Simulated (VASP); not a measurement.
A run of VASP 6.6.1 is set up as follows.

Contents of INCAR:

```
PREC = Accurate ; ENCUT = 520
EDIFF = 1E-6 ; ISMEAR = 0
SIGMA = 0.1 ; LREAL = False
LASPH = True ; NELM = 80
ALGO = Normal ; ISIF = 2
LWAVE = False ; LCHARG = False
GGA = CA ; NBANDS = 28
```

KPOINTS

```
regular mesh
0
Gamma
  6 6 4
```

POSCAR

```
La2O3
1.0
    3.9307778800      0.0000000000      0.0000000000
   -1.9653889400      3.4041535000      0.0000000000
    0.0000000000      0.0000000000      6.1119535200
La O
2 3
Direct
    0.6666666700      0.3333333300      0.7537643200
    0.3333333300      0.6666666700      0.2462356800
    0.6666666700      0.3333333300      0.3541093500
    0.3333333300      0.6666666700      0.6458906500
    0.0000000000      0.0000000000      0.0000000000
```

Potentials or basis: VASP PAW LDA potentials, release 64 (La, O).

Run with:

```console
$ cat potpaw_LDA.64/La/POTCAR potpaw_LDA.64/O/POTCAR > POTCAR
$ mpirun -np 1 vasp_std > vasp.out
```

Problem. Estimate the largest force.

Solution. 0.159 eV/Å.

Problem. Predict the band gap on the k mesh.

Solution. 3.72 eV, indirect (least direct gap 3.81 eV).

Forces on the atoms (eV/Å):
```
La   0.000  0.000 -0.159
La   0.000  0.000  0.159
O    0.000  0.000  0.015
O    0.000  0.000 -0.015
O    0.000  0.000  0.000
```

Caveat: spin-orbit coupling is left out, which moves the levels of the heavy elements. A k mesh can miss the band edges.
